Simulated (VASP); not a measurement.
# CaO (F-43m) in VASP: elastic constants with PBEsol

Aim: the elastic constants of CaO with PBEsol.

All numbers are computed with VASP 6.6.1; they aren't measurements. Logs are shortened: lines on timing, memory, paths and dates and some standing lists are left out, and cuts for length are marked.

## (1) The cell of the first run

The structure is cubic, space group F-43m (No. 216). The conventional cell has a = 5.180 Å, b = 5.180 Å, c = 5.180 Å, α = 90.00°, β = 90.00°, γ = 90.00°. Ca (site symmetry -43m) has 4 O at 2.24 Å within 3.0 Å. O (site symmetry -43m) has 4 Ca at 2.24 Å within 3.0 Å.

## (2) Elastic constants, PBEsol

INCAR reads:

```
PREC = Accurate
ENCUT = 600
EDIFF = 1E-8
ISMEAR = 0
SIGMA = 0.01
LREAL = F
LASPH = T
NELM = 100
ALGO = Normal
ISIF = 3
LWAVE = F
LCHARG = F
GGA = PS
IBRION = 6
NFREE = 2
POTIM = 0.015
NSW = 1
```

KPOINTS reads:

```
regular mesh
0
Gamma
  12 12 12
```

POSCAR reads:

```
CaO
1.0
    0.0000000000      2.5898275267      2.5898275267
    2.5898275267      0.0000000000      2.5898275267
    2.5898275267      2.5898275267      0.0000000000
Ca O
1 1
Direct
    0.0000000000      0.0000000000      0.0000000000
    0.2500000000      0.2500000000      0.2500000000
```

Potentials or basis: VASP PAW PBE potentials, release 64 (Ca_sv, O).

Started as:

```bash
cat potpaw_PBE.64/Ca_sv/POTCAR potpaw_PBE.64/O/POTCAR > POTCAR
mpirun -np 1 vasp_std > vasp.out
```

OUTCAR:

```text
PREC = Accurate
   ENCUT = 600
   EDIFF = 1E-8
   ISMEAR = 0
   LREAL = F
   LASPH = T
   NELM = 100
   ISIF = 3
   GGA = PS
   IBRION = 6
   NFREE = 2
   POTIM = 0.015
   NSW = 1

 ion  position               nearest neighbor table
   1  0.000  0.000  0.000-   2 2.24   2 2.24   2 2.24   2 2.24
   2  0.250  0.250  0.250-   1 2.24   1 2.24   1 2.24   1 2.24

  LATTYP: Found a face centered cubic cell.
 ALAT       =     5.1796550534

  Lattice vectors:

 A1 = (   0.0000000000,   2.5898275267,   2.5898275267)
 A2 = (   2.5898275267,   0.0000000000,   2.5898275267)
 A3 = (   2.5898275267,   2.5898275267,   0.0000000000)

Analysis of symmetry for initial positions (statically):
=====================================================================
 Subroutine PRICEL returns:
 Original cell was already a primitive cell.

 Routine SETGRP: Setting up the symmetry group for a
 face centered cubic supercell.

 Subroutine GETGRP returns: Found 24 space group operations
 (whereof 24 operations were pure point group operations)
 out of a pool of 48 trial point group operations.

The static configuration has the point symmetry T_d .

Analysis of symmetry for dynamics (positions and initial velocities):
=====================================================================
 Subroutine PRICEL returns:
 Original cell was already a primitive cell.

 Routine SETGRP: Setting up the symmetry group for a
 face centered cubic supercell.

 Subroutine GETGRP returns: Found 24 space group operations
 (whereof 24 operations were pure point group operations)
 out of a pool of 48 trial point group operations.

The dynamic configuration has the point symmetry T_d .

 Subroutine INISYM returns: Found 24 space group operations
 (whereof 24 operations are pure point group operations),
 and found     1 'primitive' translations

----------------------------------------------------------------------------------------

                                     Primitive cell

  volume of cell :      34.7410

  direct lattice vectors                    reciprocal lattice vectors
     0.000000000  2.589827527  2.589827527    -0.193063050  0.193063050  0.193063050
     2.589827527  0.000000000  2.589827527     0.193063050 -0.193063050  0.193063050
     2.589827527  2.589827527  0.000000000     0.193063050  0.193063050 -0.193063050

  length of vectors
     3.662569212  3.662569212  3.662569212     0.334395011  0.334395011  0.334395011

  position of ions in fractional coordinates (direct lattice)
     0.000000000  0.000000000  0.000000000
     0.250000000  0.250000000  0.250000000

  ion indices of the primitive-cell ions
   primitive index   ion index
                 1           1
                 2           2

----------------------------------------------------------------------------------------

 KPOINTS: regular mesh

Automatic generation of k-mesh.
 Grid dimensions read from file:
 generate k-points for:   12   12   12

 Generating k-lattice:

  Cartesian coordinates                     Fractional coordinates (reciprocal lattice)
    -0.016088587  0.016088587  0.016088587     0.083333333  0.000000000  0.000000000
     0.016088587 -0.016088587  0.016088587     0.000000000  0.083333333  0.000000000
     0.016088587  0.016088587 -0.016088587     0.000000000  0.000000000  0.083333333

  Length of vectors
     0.027866251  0.027866251  0.027866251

  Shift w.r.t. Gamma in fractional coordinates (k-lattice)
     0.000000000  0.000000000  0.000000000

 Subroutine IBZKPT returns following result:
 ===========================================

 Found     72 irreducible k-points:

 Following reciprocal coordinates:
            Coordinates               Weight
  0.000000  0.000000  0.000000      1.000000
  0.083333  0.000000  0.000000      8.000000
  0.166667  0.000000  0.000000      8.000000
  0.250000  0.000000  0.000000      8.000000
  0.333333  0.000000  0.000000      8.000000
  0.416667  0.000000  0.000000      8.000000
[... 16 lines left out ...]
  0.500000  0.166667  0.000000     24.000000
[... 40 lines left out ...]
     AMIX_MAG =   1.60;   BMIX_MAG =  1.00
  volume/ion in A,a.u.               =      17.37       117.22
  Fermi-wavevector in a.u.,A,eV,Ry     =   1.264253  2.389092 21.746676  1.598336
  Thomas-Fermi vector in A             =   2.397568
   LORBIT       =      0    0 simple, 1 ext, 2 COOP (PROOUT), +10 PAW based schemes
   GGA     = PS    functional components
   LHFCALC =     F    Hartree Fock is set to
   AEXX    =    0.0000 exact exchange contribution
   IVDW    =     0    specifies the selected vdW correction
   LEPSILON=     F    determine dielectric tensor
   LRPA    =     F    only Hartree local field effects (RPA)
 finite differences with symmetry
 non-spin polarized calculation
 Gauss-broadening in eV      SIGMA  =   0.01
  energy-cutoff  :      600.00
  volume of cell :       34.74
 maximum number of plane-waves:      1211
 NGX is ok and might be reduce to    30
   NGX = 15   NGY = 15   NGZ = 15

--------------------------------------- Ionic step        1  -------------------------------------------

 number of electron      16.0000000 magnetization

 Free energy of the ion-electron system (eV)
  ---------------------------------------------------
  ext. energy  EPLUGINS =         0.00000000
  ---------------------------------------------------
  free energy    TOTEN  =       -12.96374691 eV

  energy without entropy =      -12.96374691  energy(sigma->0) =      -12.96374691

------------------------ aborting loop because EDIFF is reached ----------------------------------------

  FORCE on cell =-STRESS in cart. coord.  units (eV):
  Direction    XX          YY          ZZ          XY          YZ          ZX
  --------------------------------------------------------------------------------------
  -------------------------------------------------------------------------------------
  Total        0.0933931      0.0933931      0.0933931     -0.0000000      0.0000000      0.0000000
  in kB        4.3070798      4.3070798      4.3070798     -0.0000000      0.0000000      0.0000000
  external PRESSURE =       4.3070798 kB  Pullay stress =       0.0000000 kB
[... 89 lines left out ...]
  FREE ENERGIE OF THE ION-ELECTRON SYSTEM (eV)
  ---------------------------------------------------
  free  energy   TOTEN  =       -12.9600859451 eV

  energy  without entropy=      -12.9600859451  energy(sigma->0) =      -12.96008595

[... ionic steps 4 to 14 ...]

--------------------------------------- Ionic step       15  -------------------------------------------

 number of electron      15.9999999 magnetization

------------------------ aborting loop because EDIFF is reached ----------------------------------------
[... 67 lines left out ...]
--------------------------------------- Ionic step       17  -------------------------------------------

 number of electron      16.0000000 magnetization

 Free energy of the ion-electron system (eV)
  ---------------------------------------------------
  ext. energy  EPLUGINS =         0.00000000
  ---------------------------------------------------
  free energy    TOTEN  =       -12.96303932 eV

  energy without entropy =      -12.96303932  energy(sigma->0) =      -12.96303932

 E-fermi :   0.4695     XC(G=0):  -9.3683

 val. band max:        0.4211708990   @ k =   0.5000   0.2500  -0.2500
 cond. band min:       3.6827468810   @ k =   0.0000   0.0000   0.0000
 fundamental gap:      3.2615759821
 Fermi energy:         0.4695200197

 k-point     1 :       0.0000    0.0000    0.0000
  band No.  band energies     occupation
      1     -36.4140      2.00000
      2     -17.4322      2.00000
      3     -17.4311      2.00000
      4     -17.4298      2.00000
      5     -14.3078      2.00000
      6      -0.2605      2.00000
      7      -0.2518      2.00000
      8      -0.2421      2.00000
      9       3.6827      0.00000
     10       8.4774      0.00000
     11       8.4780      0.00000
     12      10.1776      0.00000
[... 331 lines left out ...]
 k-point    24 :      -0.4167    0.1667    0.0000
  band No.  band energies     occupation
      1     -36.3571      2.00000
      2     -18.2013      2.00000
      3     -17.5874      2.00000
      4     -17.5060      2.00000
      5     -13.4938      2.00000
      6      -0.4873      2.00000
      7      -0.0996      2.00000
      8       0.1159      2.00000
      9       6.0907      0.00000
     10       7.7082      0.00000
     11       8.2137      0.00000
     12       9.6073      0.00000

 [... further k-points ...]

------------------------ aborting loop because EDIFF is reached ----------------------------------------

  FORCE on cell =-STRESS in cart. coord.  units (eV):
  Direction    XX          YY          ZZ          XY          YZ          ZX
  --------------------------------------------------------------------------------------
  -------------------------------------------------------------------------------------
  Total        0.0940582      0.0965336      0.0965336      0.0000000      0.0887875      0.0000000
  in kB        4.3377533      4.4519131      4.4519131      0.0000000      4.0946796      0.0000000
  external PRESSURE =       4.4138598 kB  Pullay stress =       0.0000000 kB
[... 17 lines left out ...]
  FREE ENERGIE OF THE ION-ELECTRON SYSTEM (eV)
  ---------------------------------------------------
  free  energy   TOTEN  =       -12.9630393189 eV

  energy  without entropy=      -12.9630393189  energy(sigma->0) =      -12.96303932

 INTERNAL STRAIN TENSORS FROM STRAINED CELLS
 ============================================

 INTERNAL STRAIN TENSOR FOR ION    1 for displacements in x,y,z  (eV/Angst):
          X           Y           Z          XY          YZ          ZX
  --------------------------------------------------------------------------------
  x    -0.00000     0.00000     0.00000     0.00000     5.93603     0.00000
  y     0.00000     0.00000     0.00000     0.00000     0.00000     5.93800
  z     0.00000    -0.00000    -0.00000     5.93790     0.00000     0.00000

 INTERNAL STRAIN TENSORS FROM DISPLACED ATOMS
 ============================================

 INTERNAL STRAIN TENSOR FOR ION    1 for displacements in x,y,z  (eV/Angst):
          X           Y           Z          XY          YZ          ZX
  --------------------------------------------------------------------------------
  x     0.00000     0.00000     0.00000     0.00000     5.93654     0.00000
  y    -0.00000    -0.00000    -0.00000     0.00000     0.00000     5.93654
  z     0.00000     0.00000     0.00000     5.93654     0.00000     0.00000

 INTERNAL STRAIN TENSOR FOR ION    2 for displacements in x,y,z  (eV/Angst):
          X           Y           Z          XY          YZ          ZX
  --------------------------------------------------------------------------------
  x     0.00000     0.00000     0.00000     0.00000    -5.92755     0.00000
  y     0.00000    -0.00000     0.00000     0.00000     0.00000    -5.92755
  z     0.00000     0.00000     0.00000    -5.92755     0.00000     0.00000

 Eigenvectors and eigenvalues of the dynamical matrix
 ----------------------------------------------------

   1 f  =   11.601755 THz    72.895976 2PiTHz  386.992886 cm-1    47.980981 meV
             X         Y         Z           dx          dy          dz
      0.000000  0.000000  0.000000     0.534250   -0.000000    0.000000
      1.294914  1.294914  1.294914    -0.845327    0.000000   -0.000000
[... 21 lines left out ...]
   6 f/i=    0.001362 THz     0.008559 2PiTHz    0.045438 cm-1     0.005634 meV
             X         Y         Z           dx          dy          dz
      0.000000  0.000000  0.000000     0.076028    0.406975    0.737000
      1.294914  1.294914  1.294914     0.048050    0.257210    0.465787

--------------------------------------------------------------------------------------------------------

 ELASTIC MODULI CONTR FROM IONIC RELAXATION (kBar)
 Direction    XX          YY          ZZ          XY          YZ          ZX
 --------------------------------------------------------------------------------
 XX          -0.0000      0.0000     -0.0000      0.0000      0.0000      0.0000
 YY           0.0000     -0.0000      0.0000      0.0000      0.0000     -0.0000
 ZZ          -0.0000      0.0000     -0.0000      0.0000      0.0000      0.0000
 XY           0.0000      0.0000      0.0000   -257.6615      0.0000      0.0000
 YZ           0.0000      0.0000      0.0000      0.0000   -257.6615      0.0000
 ZX           0.0000     -0.0000      0.0000      0.0000      0.0000   -257.6615
 --------------------------------------------------------------------------------

 TOTAL ELASTIC MODULI (kBar)
 Direction    XX          YY          ZZ          XY          YZ          ZX
 --------------------------------------------------------------------------------
 XX         922.3920    781.6378    781.6378      0.0000      0.0000      0.0000
 YY         781.6378    922.3920    781.6378      0.0000      0.0000     -0.0000
 ZZ         781.6378    781.6378    922.3920      0.0000      0.0000      0.0000
 XY           0.0000      0.0000      0.0000    364.5187     -0.0000      0.0000
 YZ           0.0000      0.0000      0.0000     -0.0000    364.5187      0.0000
 ZX           0.0000     -0.0000      0.0000      0.0000      0.0000    364.5187
 --------------------------------------------------------------------------------
```

Wall time 29 min (1 thread of Intel Xeon Platinum 8488C (Sapphire Rapids), shared host); peak memory 0.55 GiB.

Results:

| Quantity | Value |
| --- | --- |
| Elastic constants C11, C12, C44 | 92, 78, 36 GPa |
| Voigt bulk modulus | 83 GPa |
| Highest phonon frequency at Γ, LO-TO splitting left out | 387 cm⁻¹ |

Phonon frequencies in cm⁻¹ (negative: imaginary):
```
              q point        frequencies
(0.000, 0.000, 0.000)  0 0 0 387 387 387
```

Elastic tensor in Voigt notation (GPa, in the Cartesian axes of the cell as first typed):
```
92 78 78  0  0  0
78 92 78  0  0  0
78 78 92  0  0  0
 0  0  0 36  0  0
 0  0  0  0 36  0
 0  0  0  0  0 36
```

Clamped-ion elastic tensor (GPa):
```
92 78 78  0  0  0
78 92 78  0  0  0
78 78 92  0  0  0
 0  0  0 62  0  0
 0  0  0  0 62  0
 0  0  0  0  0 62
```

Caveat: the PAW data sets were made with another functional, which shifts forces and pressure a little.
